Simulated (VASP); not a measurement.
# Pt (C2/m) in VASP: single point with PBE

Aim: the single point of Pt with PBE.

Everything below comes from runs of VASP 6.6.1. Logs are shortened: lines on timing, memory, paths and dates and some standing lists are left out, and cuts for length are marked.

## 1. The cell of the first run

The typed cell holds 2 atoms: a = 3.848 Å, b = 3.848 Å, c = 2.825 Å, α = 90.00°, β = 132.90°, γ = 90.00°.

## 2. Single point, PBE

INCAR reads:

```
SYSTEM = Pt
PREC = Accurate ; ENCUT = 520
EDIFF = 1E-6 ; ISMEAR = 0
SIGMA = 0.1 ; LREAL = .FALSE.
LASPH = .TRUE. ; NELM = 60
ALGO = Fast ; ISIF = 2
LWAVE = .FALSE. ; LCHARG = .FALSE.
GGA = PE ; NBANDS = 17
```

KPOINTS reads:

```
regular mesh
0
G
  9 9 17
  0 0 0
```

POSCAR reads:

```
Pt
1.0
    3.8482931297      0.0000000000      0.0012156916
    0.0000000000      3.8482933217      0.0000000000
   -1.9234955393      0.0000000000      2.0685215792
Pt
2
Direct
    0.0000000000      0.0000000000      0.0000000000
    0.5000000000      0.5000000000      0.0000000000
```

Potentials or basis: VASP PAW PBE potentials, release 64 (Pt).

Started as:

```bash
$ cat potpaw_PBE.64/Pt/POTCAR > POTCAR
$ mpirun -np 1 vasp_std > vasp.out
```

OUTCAR:

```text
SYSTEM = Pt
   PREC = Accurate
   ENCUT = 520
   EDIFF = 1E-6
   ISMEAR = 0
   LREAL = .FALSE.
   LASPH = .TRUE.
   NELM = 60
   ISIF = 2
   GGA = PE

 ion  position               nearest neighbor table
   1  0.000  0.000  0.000-   2 2.72   2 2.72   2 2.72   2 2.72   2 2.83   2 2.83   2 2.83   2 2.83

   2  0.500  0.500  0.000-   1 2.72   1 2.72   1 2.72   1 2.72   1 2.83   1 2.83   1 2.83   1 2.83

  LATTYP: Found a simple monoclinic cell.
 ALAT       =     2.8246445110
 B/A-ratio  =     1.3623991645
 C/A-ratio  =     1.0006290792
 COS(beta)  =    -0.0725179158

  Lattice vectors:

 A1 = (  -1.9234955393,   0.0000000000,   2.0685215792)
 A2 = (   0.0000000000,   3.8482933217,   0.0000000000)
 A3 = (  -1.9247975904,   0.0000000000,  -2.0697372708)

Analysis of symmetry for initial positions (statically):
=====================================================================
 Subroutine PRICEL returns following result:

  LATTYP: Found a base centered monoclinic cell.
 ALAT       =     3.8482933217
 B/A-ratio  =     1.0000000000
 C/A-ratio  =     0.7339992757
 COS(beta)  =    -0.6807376933

  Lattice vectors:

 A1 = (   1.9241465648,  -1.9241466608,   0.0006078458)
 A2 = (   1.9241465648,   1.9241466608,   0.0006078458)
 A3 = (  -1.9234955393,   0.0000000000,   2.0685215792)

   2 primitive cells build up your supercell.

 Routine SETGRP: Setting up the symmetry group for a
 simple monoclinic supercell.

 Subroutine GETGRP returns: Found  4 space group operations
 (whereof  4 operations were pure point group operations)
 out of a pool of  4 trial point group operations.

The static configuration has the point symmetry C_2h.

Analysis of symmetry for dynamics (positions and initial velocities):
=====================================================================
 Subroutine PRICEL returns following result:

  LATTYP: Found a base centered monoclinic cell.
 ALAT       =     3.8482933217
 B/A-ratio  =     1.0000000000
 C/A-ratio  =     0.7339992757
 COS(beta)  =    -0.6807376933

  Lattice vectors:

 A1 = (   1.9241465648,  -1.9241466608,   0.0006078458)
 A2 = (   1.9241465648,   1.9241466608,   0.0006078458)
 A3 = (  -1.9234955393,   0.0000000000,   2.0685215792)

   2 primitive cells build up your supercell.

 Routine SETGRP: Setting up the symmetry group for a
 simple monoclinic supercell.

 Subroutine GETGRP returns: Found  4 space group operations
 (whereof  4 operations were pure point group operations)
 out of a pool of  4 trial point group operations.

The dynamic configuration has the point symmetry C_2h.

 Subroutine INISYM returns: Found  4 space group operations
 (whereof  4 operations are pure point group operations),
 and found     2 'primitive' translations

----------------------------------------------------------------------------------------

                                     Primitive cell

  volume of cell :      15.3212

  direct lattice vectors                    reciprocal lattice vectors
     1.924146565 -1.924146661  0.000607846     0.259779153 -0.259855452  0.241565787
     1.924146565  1.924146661  0.000607846     0.259779153  0.259855452  0.241565787
    -1.923495539  0.000000000  2.068521579    -0.000152675  0.000000000  0.483295094

  length of vectors
     2.721154304  2.721154304  2.824644511     0.439731843  0.439731843  0.483295118

  position of ions in fractional coordinates (direct lattice)
     0.000000000  0.000000000  0.000000000

  ion indices of the primitive-cell ions
   primitive index   ion index
                 1           1

----------------------------------------------------------------------------------------

 KPOINTS: regular mesh

Automatic generation of k-mesh.
 Grid dimensions read from file:
 generate k-points for:    9    9   17

 Generating k-lattice:

  Cartesian coordinates                     Fractional coordinates (reciprocal lattice)
     0.028864350  0.000000000  0.026840643     0.111111111  0.000000000  0.000000000
     0.000000000  0.028872828  0.000000000     0.000000000  0.111111111  0.000000000
    -0.000008981  0.000000000  0.028429123     0.000000000  0.000000000  0.058823529

  Length of vectors
     0.039415363  0.028872828  0.028429125

  Shift w.r.t. Gamma in fractional coordinates (k-lattice)
     0.000000000  0.000000000  0.000000000

 Subroutine IBZKPT returns following result:
 ===========================================

 Found    385 irreducible k-points:

 Following reciprocal coordinates:
            Coordinates               Weight
  0.000000  0.000000  0.000000      1.000000
  0.111111  0.000000  0.000000      2.000000
  0.222222  0.000000  0.000000      2.000000
  0.333333  0.000000 -0.000000      2.000000
  0.444444  0.000000  0.000000      2.000000
  0.000000  0.111111  0.000000      2.000000
[... 16 lines left out ...]
  0.222222  0.444444  0.000000      4.000000
  0.333333  0.444444 -0.000000      4.000000
 [... further k-points ...]
   k-points           NKPTS =    385   k-points in BZ     NKDIM =    385   number of bands    NBANDS=     17
   number of dos      NEDOS =    301   number of ions     NIONS =      2
   total plane-waves  NPLWV =  21600
   dimension x,y,z NGX =    30 NGY =   30 NGZ =   24
   dimension x,y,z NGXF=    60 NGYF=   60 NGZF=   48
   ions per type =               2
   NGX,Y,Z   is equivalent  to a cutoff of  12.96, 12.96, 14.13 a.u.
   NGXF,Y,Z  is equivalent  to a cutoff of  25.92, 25.92, 28.25 a.u.
 SYSTEM =  Pt
   PREC   = accura    normal or accurate (medium, high low for compatibility)
   ISTART =      0    job   : 0-new  1-cont  2-samecut
   ICHARG =      2    charge: 1-file 2-atom 10-const
   ISPIN  =      1    spin polarized calculation?
   LNONCOLLINEAR =      F non collinear calculations
   LSORBIT =      F    spin-orbit coupling
   LASPH  =      T    aspherical Exc in radial PAW
   ENCUT  =  520.0 eV  38.22 Ry    6.18 a.u.   7.16  7.16  5.25*2*pi/ulx,y,z
   NELM   =     60;   NELMIN=  2; NELMDL= -5     # of ELM steps
   EDIFF  = 0.1E-05   stopping-criterion for ELM
   LREAL  =      F    real-space projection
   EDIFFG = 0.1E-04   stopping-criterion for IOM
   NSW    =      0    number of steps for IOM
   IBRION =     -1    ionic relax: 0-MD 1-quasi-New 2-CG
   NFREE  =      0    steps in history (QN), initial steepest desc. (CG)
   ISIF   =      2    stress and relaxation
   ISYM   =      2    0-nonsym 1-usesym 2-fastsym
   POTIM  = 0.5000    time-step for ionic-motion
   TEBEG  =    0.0;   TEEND  =   0.0 temperature during run
   PSTRESS=    0.0 pullay stress
   NELECT =      20.0000    total number of electrons
   NUPDOWN=      -1.0000    fix difference up-down
   EMIN   =  10.00;   EMAX   =-10.00  energy-range for DOS
   EFERMI =   0.00;   METHOD = LEGACY
   ISMEAR =     0;   SIGMA  =   0.10  broadening in eV -4-tet -1-fermi 0-gaus
   EFERMI_NEDOS =   21; number of points for ismear=-14 and -15
   IALGO  =     68    algorithm
   IMIX   =      4    mixing-type and parameters
     AMIX     =   0.40;   BMIX     =  1.00
     AMIX_MAG =   1.60;   BMIX_MAG =  1.00
  volume/ion in A,a.u.               =      15.32       103.39
  Fermi-wavevector in a.u.,A,eV,Ry     =   1.420071  2.683546 27.437547  2.016603
  Thomas-Fermi vector in A             =   2.541025
   LORBIT       =      0    0 simple, 1 ext, 2 COOP (PROOUT), +10 PAW based schemes
   GGA     = PE    functional components
   LHFCALC =     F    Hartree Fock is set to
   AEXX    =    0.0000 exact exchange contribution
   IVDW    =     0    specifies the selected vdW correction
   LEPSILON=     F    determine dielectric tensor
   LRPA    =     F    only Hartree local field effects (RPA)
 non-spin polarized calculation
 RMM-DIIS sequential band-by-band and
 Gauss-broadening in eV      SIGMA  =   0.10
  energy-cutoff  :      520.00
  volume of cell :       30.64
 maximum number of plane-waves:       843
 NGX is ok and might be reduce to    30
   NGX = 15   NGY = 15   NGZ = 11

 number of electron      19.9999997 magnetization

 Free energy of the ion-electron system (eV)
  ---------------------------------------------------
  ext. energy  EPLUGINS =         0.00000000
  ---------------------------------------------------
  free energy    TOTEN  =       -12.15654836 eV

  energy without entropy =      -12.13717033  energy(sigma->0) =      -12.14685935

 E-fermi :  10.9404     XC(G=0): -13.3933

 val. band max:       10.9390782714   @ k =   0.1111   0.2222   0.1176
 cond. band min:      10.9425305521   @ k =  -0.4444   0.1111   0.1765
 fundamental gap:      0.0034522807
 Fermi energy:        10.9404449323

 k-point     1 :       0.0000    0.0000    0.0000
  band No.  band energies     occupation
      1       0.9261      2.00000
      2       4.0956      2.00000
      3       4.5517      2.00000
      4       6.7264      2.00000
      5       7.5906      2.00000
      6       7.5921      2.00000
[... 9 lines left out ...]
     16      25.7346      0.00000
     17      29.3734      0.00000

 k-point     2 :       0.1111    0.0000    0.0000
  band No.  band energies     occupation
      1       1.2429      2.00000
      2       4.3050      2.00000
      3       4.7534      2.00000
      4       6.7264      2.00000
      5       7.5739      2.00000
      6       7.7189      2.00000
[... 9 lines left out ...]
     16      26.2143      0.00000
     17      28.9046      0.00000

 k-point     3 :       0.2222    0.0000    0.0000
  band No.  band energies     occupation
      1       2.1345      2.00000
      2       4.7642      2.00000
      3       5.3742      2.00000
      4       6.6189      2.00000
      5       7.7199      2.00000
      6       7.8402      2.00000
[... 9 lines left out ...]
     16      27.2152      0.00000
     17      27.3443      0.00000

 k-point     4 :       0.3333    0.0000   -0.0000
  band No.  band energies     occupation
      1       3.4167      2.00000
      2       5.2924      2.00000
      3       6.0950      2.00000
      4       6.4473      2.00000
      5       7.5338      2.00000
      6       7.5859      2.00000
[... 9 lines left out ...]
     16      26.9558      0.00000
     17      27.5253      0.00000
[... 343 lines left out ...]
      1       3.5293      2.00000
      2       4.3217      2.00000
      3       5.7630      2.00000
      4       6.2187      2.00000
      5       7.7360      2.00000
      6       7.7414      2.00000
[... 9 lines left out ...]
     16      28.4889      0.00000
     17      28.5422      0.00000

 k-point    23 :       0.2222    0.4444    0.0000
  band No.  band energies     occupation
      1       3.8356      2.00000
      2       4.4408      2.00000
      3       6.4826      2.00000
      4       6.7483      2.00000
      5       7.2729      2.00000
      6       7.3710      2.00000
[... 9 lines left out ...]
     16      27.2882      0.00000
     17      28.2755      0.00000

 k-point    24 :       0.3333    0.4444   -0.0000
  band No.  band energies     occupation
      1       3.8621      2.00000
      2       4.1869      2.00000
      3       7.0385      2.00000
      4       7.0403      2.00000
      5       7.5302      2.00000
      6       7.7233      2.00000
[... 9 lines left out ...]
     16      26.0924      0.00000
     17      28.8279      0.00000

 [... further k-points ...]
[... 5 lines left out ...]
  --------------------------------------------------------------------------------------
  -------------------------------------------------------------------------------------
  Total        1.6760211      1.6796598     -0.0895909      0.0000000      0.0000000      0.0058209
  in kB       87.6326868     87.8229408     -4.6843649      0.0000000      0.0000000      0.3043544
  external PRESSURE =      56.9237542 kB  Pullay stress =       0.0000000 kB

 VOLUME and BASIS-vectors are now :
 -----------------------------------------------------------------------------
  energy-cutoff  :      520.00
  volume of cell :       30.64
      direct lattice vectors                 reciprocal lattice vectors
     3.848293130  0.000000000  0.001215692     0.259779153  0.000000000  0.241565787
     0.000000000  3.848293322  0.000000000     0.000000000  0.259855452  0.000000000
    -1.923495539  0.000000000  2.068521579    -0.000152675  0.000000000  0.483295094

 POSITION                                       TOTAL-FORCE (eV/Angst)
 -----------------------------------------------------------------------------------
      0.00000      0.00000      0.00000         0.000000      0.000000     -0.000000
      1.92415      1.92415      0.00061        -0.000000     -0.000000      0.000000
 -----------------------------------------------------------------------------------
    total drift:                                0.000000      0.000000     -0.000000

  FREE ENERGIE OF THE ION-ELECTRON SYSTEM (eV)
  ---------------------------------------------------
  free  energy   TOTEN  =       -12.1565483618 eV

  energy  without entropy=      -12.1371703326  energy(sigma->0) =      -12.14685935
```

It took 2 min on 1 thread of Intel Xeon Platinum 8488C (Sapphire Rapids), shared host; peak memory 0.29 GiB.

Results:

```
Free energy            : -12.1565 eV
Pressure               : 5.7 GPa
Band gap on the k mesh : zero (band 10 reaches 11.68 eV, above the bottom of band 11 at 9.77 eV)
```

Levels at points of the mesh, in eV from the Fermi level:
```tsv
k point	band 8	band 9	band 10	band 11	band 12	band 13
(0.00, 0.00, 0.00)	-1.08	-0.06	0.12	0.90	2.32	9.40
```

Caveat: spin-orbit coupling is left out, which moves the levels of the heavy elements.
